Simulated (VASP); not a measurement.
# Sn (Fmmm) in VASP: further runs

Sn is run at these levels: r2SCAN; tasks: single point.

All numbers are computed with VASP 6.6.1; they aren't measurements. Logs are shortened: lines on timing, memory, paths and dates and some standing lists are left out, and cuts for length are marked.

**1. The cell of the first run**

The structure is orthorhombic, space group Fmmm (No. 69). Conventional cell: a = 3.789 Å, b = 5.252 Å, c = 5.466 Å, α = 90.00°, β = 90.00°, γ = 90.00°. Sn (site symmetry mmm) has 14 Sn at 3.24 to 3.79 Å within 4.3 Å.

**2. Single point, r2SCAN (strain -0.0400 x Voigt [0, 0, 0, 0, 0, 1])**

File POSCAR:

```
Sn
1.0
   -1.9325448556      1.9325448556      1.8946518192
    1.9325448556     -1.9325448556      1.8946518192
    1.8567587828      1.8567587828     -1.8946518192
Sn
1
Direct
    0.0000000000      0.0000000000      0.0000000000
```

File INCAR.step1:

```
SYSTEM = Sn
PREC     = Accurate       ! precision mode
ENCUT    = 520            ! plane-wave cutoff, eV
ISMEAR   = 0              ! smearing method
SIGMA    = 0.15           ! smearing width, eV
LREAL    = .FALSE.        ! projectors in reciprocal space
LASPH    = .TRUE.         ! aspherical terms in the spheres
NELM     = 60             ! most SCF steps
NBANDS   = 13             ! bands
GGA      = PE             ! functional
ALGO     = Normal         ! electronic algorithm
EDIFF    = 1E-4           ! SCF threshold, eV
LWAVE    = .TRUE.         ! write WAVECAR
LCHARG   = .FALSE.        ! write CHGCAR
```

File INCAR.step2:

```
SYSTEM = Sn
PREC     = Accurate       ! precision mode
ENCUT    = 520            ! plane-wave cutoff, eV
EDIFF    = 1E-7           ! SCF threshold, eV
ISMEAR   = 0              ! smearing method
SIGMA    = 0.15           ! smearing width, eV
LREAL    = .FALSE.        ! projectors in reciprocal space
LASPH    = .TRUE.         ! aspherical terms in the spheres
NELM     = 60             ! most SCF steps
ALGO     = Normal         ! electronic algorithm
ISIF     = 2              ! what is computed and relaxed
LWAVE    = .FALSE.        ! write WAVECAR
LCHARG   = .FALSE.        ! write CHGCAR
METAGGA  = R2SCAN         ! meta-GGA
LMIXTAU  = .TRUE.       
NBANDS   = 13             ! bands
ISTART   = 1
```

File KPOINTS:

```
Automatic mesh
0
G
  18 18 18
  0 0 0
```

Potentials or basis: VASP PAW PBE potentials, release 64 (Sn_d).

Run with:

```
> cat potpaw_PBE.64/Sn_d/POTCAR > POTCAR
> cp INCAR.step1 INCAR
> mpirun -np 1 vasp_std > vasp.out
> cp INCAR.step2 INCAR
> mpirun -np 1 vasp_std > vasp.out
```

OUTCAR:

```text
SYSTEM = Sn
   PREC = Accurate
   ENCUT = 520
   EDIFF = 1E-7
   ISMEAR = 0
   LREAL = .FALSE.
   LASPH = .TRUE.
   NELM = 60
   ISIF = 2
   METAGGA = R2SCAN
   ISTART = 1

 ion  position               nearest neighbor table
   1  0.000  0.000  0.000-

  LATTYP: Found a face centered orthorhombic cell.
 ALAT       =     3.7893036384
 B/A-ratio  =     1.3859292911
 C/A-ratio  =     1.4424978336

  Lattice vectors:

 A1 = (  -0.0757860728,   3.7893036384,   0.0000000000)
 A2 = (  -1.9325448556,   1.9325448556,   1.8946518192)
 A3 = (   1.8567587828,   1.8567587828,   1.8946518192)

Analysis of symmetry for initial positions (statically):
=====================================================================
 Subroutine PRICEL returns:
 Original cell was already a primitive cell.

 Routine SETGRP: Setting up the symmetry group for a
 face centered orthorhombic supercell.

 Subroutine GETGRP returns: Found  8 space group operations
 (whereof  8 operations were pure point group operations)
 out of a pool of  8 trial point group operations.

The static configuration has the point symmetry D_2h.

Analysis of symmetry for dynamics (positions and initial velocities):
=====================================================================
 Subroutine PRICEL returns:
 Original cell was already a primitive cell.

 Routine SETGRP: Setting up the symmetry group for a
 face centered orthorhombic supercell.

 Subroutine GETGRP returns: Found  8 space group operations
 (whereof  8 operations were pure point group operations)
 out of a pool of  8 trial point group operations.

The dynamic configuration has the point symmetry D_2h.

 Subroutine INISYM returns: Found  8 space group operations
 (whereof  8 operations are pure point group operations),
 and found     1 'primitive' translations

----------------------------------------------------------------------------------------

                                     Primitive cell

  volume of cell :      27.1941

  direct lattice vectors                    reciprocal lattice vectors
    -1.932544856  1.932544856  1.894651819     0.005280127  0.264006333  0.263900731
     1.932544856 -1.932544856  1.894651819     0.264006333  0.005280127  0.263900731
     1.856758783  1.856758783 -1.894651819     0.269286460  0.269286460  0.000000000

  length of vectors
     3.325532251  3.325532251  3.238025922     0.373324014  0.373324014  0.380828564

  position of ions in fractional coordinates (direct lattice)
     0.000000000  0.000000000  0.000000000

  ion indices of the primitive-cell ions
   primitive index   ion index
                 1           1

----------------------------------------------------------------------------------------

 KPOINTS: Automatic mesh

Automatic generation of k-mesh.
 Grid dimensions read from file:
 generate k-points for:   18   18   18

 Generating k-lattice:

  Cartesian coordinates                     Fractional coordinates (reciprocal lattice)
     0.000293340  0.014667019  0.014661152     0.055555556 -0.000000000  0.000000000
     0.014667019  0.000293340  0.014661152    -0.000000000  0.055555556  0.000000000
     0.014960359  0.014960359  0.000000000     0.000000000  0.000000000  0.055555556

  Length of vectors
     0.020740223  0.020740223  0.021157142

  Shift w.r.t. Gamma in fractional coordinates (k-lattice)
     0.000000000  0.000000000  0.000000000

 Subroutine IBZKPT returns following result:
 ===========================================

 Found    865 irreducible k-points:

 Following reciprocal coordinates:
            Coordinates               Weight
  0.000000  0.000000  0.000000      1.000000
  0.055556 -0.000000 -0.000000      8.000000
  0.111111 -0.000000 -0.000000      8.000000
  0.166667 -0.000000  0.000000      8.000000
  0.222222 -0.000000  0.000000      8.000000
  0.277778  0.000000  0.000000      8.000000
[... 16 lines left out ...]
 -0.277778  0.055556 -0.000000      8.000000
 -0.222222  0.055556 -0.000000      8.000000
 [... further k-points ...]
   k-points           NKPTS =    865   k-points in BZ     NKDIM =    865   number of bands    NBANDS=     13
   number of dos      NEDOS =    301   number of ions     NIONS =      1
   total plane-waves  NPLWV =  18816
   dimension x,y,z NGX =    28 NGY =   28 NGZ =   24
   dimension x,y,z NGXF=    56 NGYF=   56 NGZF=   48
   ions per type =               1
   NGX,Y,Z   is equivalent  to a cutoff of  14.00, 14.00, 12.32 a.u.
   NGXF,Y,Z  is equivalent  to a cutoff of  27.99, 27.99, 24.64 a.u.
 SYSTEM =  Sn
   PREC   = accura    normal or accurate (medium, high low for compatibility)
   ISTART =      1    job   : 0-new  1-cont  2-samecut
   ICHARG =      0    charge: 1-file 2-atom 10-const
   ISPIN  =      1    spin polarized calculation?
   LNONCOLLINEAR =      F non collinear calculations
   LSORBIT =      F    spin-orbit coupling
   LASPH  =      T    aspherical Exc in radial PAW
   ENCUT  =  520.0 eV  38.22 Ry    6.18 a.u.   6.18  6.18  6.02*2*pi/ulx,y,z
   NELM   =     60;   NELMIN=  2; NELMDL=  0     # of ELM steps
   EDIFF  = 0.1E-06   stopping-criterion for ELM
   LREAL  =      F    real-space projection
   EDIFFG = 0.1E-05   stopping-criterion for IOM
   NSW    =      0    number of steps for IOM
   IBRION =     -1    ionic relax: 0-MD 1-quasi-New 2-CG
   NFREE  =      0    steps in history (QN), initial steepest desc. (CG)
   ISIF   =      2    stress and relaxation
   ISYM   =      2    0-nonsym 1-usesym 2-fastsym
   POTIM  = 0.5000    time-step for ionic-motion
   TEBEG  =    0.0;   TEEND  =   0.0 temperature during run
   PSTRESS=    0.0 pullay stress
   NELECT =      14.0000    total number of electrons
   NUPDOWN=      -1.0000    fix difference up-down
   EMIN   =  10.00;   EMAX   =-10.00  energy-range for DOS
   EFERMI =   0.00;   METHOD = LEGACY
   ISMEAR =     0;   SIGMA  =   0.15  broadening in eV -4-tet -1-fermi 0-gaus
   EFERMI_NEDOS =   21; number of points for ismear=-14 and -15
   IALGO  =     38    algorithm
   IMIX   =      4    mixing-type and parameters
     AMIX     =   0.40;   BMIX     =  1.00
     AMIX_MAG =   1.60;   BMIX_MAG =  1.00
  volume/ion in A,a.u.               =      27.19       183.51
  Fermi-wavevector in a.u.,A,eV,Ry     =   1.312077  2.479466 23.423059  1.721546
  Thomas-Fermi vector in A             =   2.442494
   LORBIT       =      0    0 simple, 1 ext, 2 COOP (PROOUT), +10 PAW based schemes
   METAGGA = R2SCAN    functional components
   LHFCALC =     F    Hartree Fock is set to
   AEXX    =    0.0000 exact exchange contribution
   IVDW    =     0    specifies the selected vdW correction
   LEPSILON=     F    determine dielectric tensor
   LRPA    =     F    only Hartree local field effects (RPA)
 non-spin polarized calculation
 Gauss-broadening in eV      SIGMA  =   0.15
  energy-cutoff  :      520.00
  volume of cell :       27.19
 maximum number of plane-waves:       750
 NGX is ok and might be reduce to    28
   NGX = 13   NGY = 13   NGZ = 13

 number of electron      14.0000001 magnetization

 Free energy of the ion-electron system (eV)
  ---------------------------------------------------
  ext. energy  EPLUGINS =         0.00000000
  ---------------------------------------------------
  free energy    TOTEN  =       -24.50198680 eV

  energy without entropy =      -24.49579223  energy(sigma->0) =      -24.49888951

 E-fermi :   8.0157     XC(G=0): -11.2559

 val. band max:        8.0118539828   @ k =   0.2778   0.2222   0.0000
 cond. band min:       8.0204100389   @ k =  -0.3333  -0.3333   0.2222
 fundamental gap:      0.0085560561
 Fermi energy:         8.0157023851

 k-point     1 :       0.0000    0.0000    0.0000
  band No.  band energies     occupation
      1     -14.2617      2.00000
      2     -14.2424      2.00000
      3     -14.2206      2.00000
      4     -14.0873      2.00000
      5     -14.0853      2.00000
      6      -3.6221      2.00000
      7      16.0122      0.00000
      8      16.4600      0.00000
      9      16.8025      0.00000
     10      20.7463      0.00000
     11      20.9356      0.00000
     12      20.9448      0.00000
     13      21.1100      0.00000

 k-point     2 :       0.0556   -0.0000   -0.0000
  band No.  band energies     occupation
      1     -14.2591      2.00000
      2     -14.2394      2.00000
      3     -14.2183      2.00000
      4     -14.0888      2.00000
      5     -14.0859      2.00000
      6      -3.5509      2.00000
      7      15.6409      0.00000
      8      16.0392      0.00000
      9      16.5521      0.00000
     10      19.8411      0.00000
     11      20.2629      0.00000
     12      20.8472      0.00000
     13      21.4609      0.00000

 k-point     3 :       0.1111   -0.0000   -0.0000
  band No.  band energies     occupation
      1     -14.2567      2.00000
      2     -14.2305      2.00000
      3     -14.2070      2.00000
      4     -14.0934      2.00000
      5     -14.0869      2.00000
      6      -3.3372      2.00000
      7      14.2680      0.00000
      8      15.2687      0.00000
      9      16.2130      0.00000
     10      18.9077      0.00000
     11      19.5489      0.00000
     12      20.6069      0.00000
     13      22.2359      0.00000

 k-point     4 :       0.1667   -0.0000    0.0000
  band No.  band energies     occupation
      1     -14.2592      2.00000
      2     -14.2213      2.00000
      3     -14.1804      2.00000
      4     -14.0997      2.00000
      5     -14.0882      2.00000
      6      -2.9804      2.00000
      7      12.4504      0.00000
      8      14.4673      0.00000
      9      15.7962      0.00000
     10      18.1564      0.00000
     11      18.8981      0.00000
     12      20.6299      0.00000
     13      22.5670      0.00000

 k-point     5 :       0.2222   -0.0000    0.0000
  band No.  band energies     occupation
      1     -14.2652      2.00000
      2     -14.2143      2.00000
      3     -14.1429      2.00000
      4     -14.1054      2.00000
      5     -14.0896      2.00000
      6      -2.4806      2.00000
      7      10.5718      0.00000
      8      13.6934      0.00000
      9      15.3332      0.00000
     10      17.5442      0.00000
     11      18.3351      0.00000
     12      20.9251      0.00000
     13      22.9236      0.00000
[... 257 lines left out ...]
 k-point    22 :      -0.3333    0.0556    0.0000
  band No.  band energies     occupation
      1     -14.2747      2.00000
      2     -14.2109      2.00000
      3     -14.1075      2.00000
      4     -14.0954      2.00000
      5     -14.0786      2.00000
      6      -1.4333      2.00000
      7       7.9401      1.52423
      8      12.1065      0.00000
      9      14.3436      0.00000
     10      17.7025      0.00000
     11      17.9537      0.00000
     12      21.3648      0.00000
     13      24.0452      0.00000

 k-point    23 :      -0.2778    0.0556   -0.0000
  band No.  band energies     occupation
      1     -14.2676      2.00000
      2     -14.2145      2.00000
      3     -14.1217      2.00000
      4     -14.1068      2.00000
      5     -14.0889      2.00000
      6      -2.1401      2.00000
      7       9.6980      0.00000
      8      12.7081      0.00000
      9      14.7731      0.00000
     10      18.1144      0.00000
     11      18.3718      0.00000
     12      20.8355      0.00000
     13      23.5832      0.00000

 k-point    24 :      -0.2222    0.0556   -0.0000
  band No.  band energies     occupation
      1     -14.2617      2.00000
      2     -14.2231      2.00000
      3     -14.1568      2.00000
      4     -14.1022      2.00000
      5     -14.0881      2.00000
      6      -2.7074      2.00000
      7      11.5001      0.00000
      8      13.4611      0.00000
      9      15.2648      0.00000
     10      18.5895      0.00000
     11      18.8386      0.00000
     12      20.5500      0.00000
     13      23.1591      0.00000

 [... further k-points ...]
[... 5 lines left out ...]
  --------------------------------------------------------------------------------------
  -------------------------------------------------------------------------------------
  Total       -0.0721201     -0.0721201     -0.0440434      0.0849150      0.0000000      0.0000000
  in kB       -4.2490540     -4.2490540     -2.5948766      5.0028829      0.0000000      0.0000000
  external PRESSURE =      -3.6976615 kB  Pullay stress =       0.0000000 kB

 VOLUME and BASIS-vectors are now :
 -----------------------------------------------------------------------------
  energy-cutoff  :      520.00
  volume of cell :       27.19
      direct lattice vectors                 reciprocal lattice vectors
    -1.932544856  1.932544856  1.894651819     0.005280127  0.264006333  0.263900731
     1.932544856 -1.932544856  1.894651819     0.264006333  0.005280127  0.263900731
     1.856758783  1.856758783 -1.894651819     0.269286460  0.269286460  0.000000000

 POSITION                                       TOTAL-FORCE (eV/Angst)
 -----------------------------------------------------------------------------------
      0.00000      0.00000      0.00000         0.000000      0.000000      0.000000
 -----------------------------------------------------------------------------------
    total drift:                                0.000000     -0.000000     -0.000000

  FREE ENERGIE OF THE ION-ELECTRON SYSTEM (eV)
  ---------------------------------------------------
  free  energy   TOTEN  =       -24.5019867999 eV

  energy  without entropy=      -24.4957922286  energy(sigma->0) =      -24.49888951
```

Wall time 7.9 min (1 thread of Intel Xeon 6975P-C (Granite Rapids), shared host); peak memory 0.39 GiB.

Results:

| Quantity | Value |
| --- | --- |
| Free energy | -24.5020 eV |
| Pressure | -0.4 GPa |
| Band gap on the k mesh | zero (bands 7 and 8 overlap by 10.63 eV) |

Levels at points of the mesh, in eV from the Fermi level:
| k point | band 3 | band 4 | band 5 | band 6 | band 7 | band 8 | band 9 | band 10 | band 11 | band 12 |
| --- | --- | --- | --- | --- | --- | --- | --- | --- | --- | --- |
| (0.00, 0.00, 0.00) | -22.24 | -22.10 | -22.10 | -11.64 | 8.00 | 8.44 | 8.79 | 12.73 | 12.92 | 12.93 |
| (0.50, 0.00, 0.00) | -22.11 | -22.11 | -22.01 | -6.64 | -4.68 | 3.68 | 5.95 | 8.19 | 9.05 | 15.97 |
| (0.50, 0.50, 0.00) | -22.11 | -22.10 | -22.03 | -6.97 | -4.76 | 4.07 | 6.00 | 8.77 | 8.90 | 16.49 |
| (0.00, 0.00, 0.50) | -22.12 | -22.12 | -22.00 | -6.29 | -4.58 | 3.43 | 5.72 | 8.27 | 8.49 | 15.47 |
| (0.50, 0.50, 0.50) | -22.06 | -22.04 | -22.02 | -2.31 | -0.77 | -0.59 | -0.37 | 4.20 | 4.21 | 18.99 |

Caveat: the cell differs from its parent crystal (strain -0.0400 x Voigt [0, 0, 0, 0, 0, 1]); the PAW data sets were made with another functional, which shifts forces and pressure a little; spin-orbit coupling is left out, which moves the levels of the heavy elements.

**3. Single point, r2SCAN (strain +0.0300 x Voigt [0, 0, 0, 0, 0, 1])**

File POSCAR:

```
Sn
1.0
   -1.8662320419      1.8662320419      1.8946518192
    1.8662320419     -1.8662320419      1.8946518192
    1.9230715965      1.9230715965     -1.8946518192
Sn
1
Direct
    0.0000000000      0.0000000000      0.0000000000
```

File INCAR.step1:

```
  ALGO = Normal
  EDIFF = 1E-4
  ENCUT = 520
  GGA = PE
  ISMEAR = 0
  LASPH = T
  LCHARG = F
  LREAL = F
  LWAVE = T
  NBANDS = 13
  NELM = 60
  PREC = Accurate
  SIGMA = 0.15
```

File INCAR.step2:

```
  ALGO = Normal
  EDIFF = 1E-6
  ENCUT = 520
  ISIF = 2
  ISMEAR = 0
  ISTART = 1
  LASPH = T
  LCHARG = F
  LMIXTAU = T
  LREAL = F
  LWAVE = F
  METAGGA = R2SCAN
  NBANDS = 13
  NELM = 60
  PREC = Accurate
  SIGMA = 0.15
```

File KPOINTS:

```
k-points
0
Gamma
  18 18 18
```

Potentials or basis: VASP PAW PBE potentials, release 64 (Sn_d).

Run with:

```
> cat potpaw_PBE.64/Sn_d/POTCAR > POTCAR
> cp INCAR.step1 INCAR
> mpirun -np 1 vasp_std > vasp.out
> cp INCAR.step2 INCAR
> mpirun -np 1 vasp_std > vasp.out
```

It took 4.3 min on 1 thread of Intel Xeon 6975P-C (Granite Rapids), shared host; peak memory 0.38 GiB.

It converged, with:

| Item | Value |
| --- | --- |
| Free energy | -24.5026 eV |
| Pressure | -0.4 GPa |
| Band gap on the k mesh | zero (bands 7 and 8 overlap by 10.74 eV) |

Stress tensor (GPa, compression positive):
```
-0.42 -0.25  0.00
-0.25 -0.42  0.00
 0.00  0.00 -0.30
```

Levels at points of the mesh, in eV from the Fermi level:
```
           k point  band 4  band 5  band 6  band 7  band 8  band 9  band 10  band 11
(0.00, 0.00, 0.00)  -22.10  -22.10  -11.64    8.11    8.44    8.71    12.76    12.92
(0.50, 0.00, 0.00)  -22.11  -22.01   -6.64   -4.68    3.71    5.91     8.29     8.93
(0.50, 0.50, 0.00)  -22.12  -22.00   -6.38   -4.61    3.51    5.75     8.34     8.53
(0.00, 0.00, 0.50)  -22.11  -22.03   -6.89   -4.74    3.99    5.97     8.73     8.81
(0.50, 0.50, 0.50)  -22.04  -22.02   -2.31   -0.73   -0.59   -0.43     4.19     4.20
```

Caveat: the cell differs from its parent crystal (strain +0.0300 x Voigt [0, 0, 0, 0, 0, 1]); the PAW data sets were made with another functional, which shifts forces and pressure a little; spin-orbit coupling is left out, which moves the levels of the heavy elements.
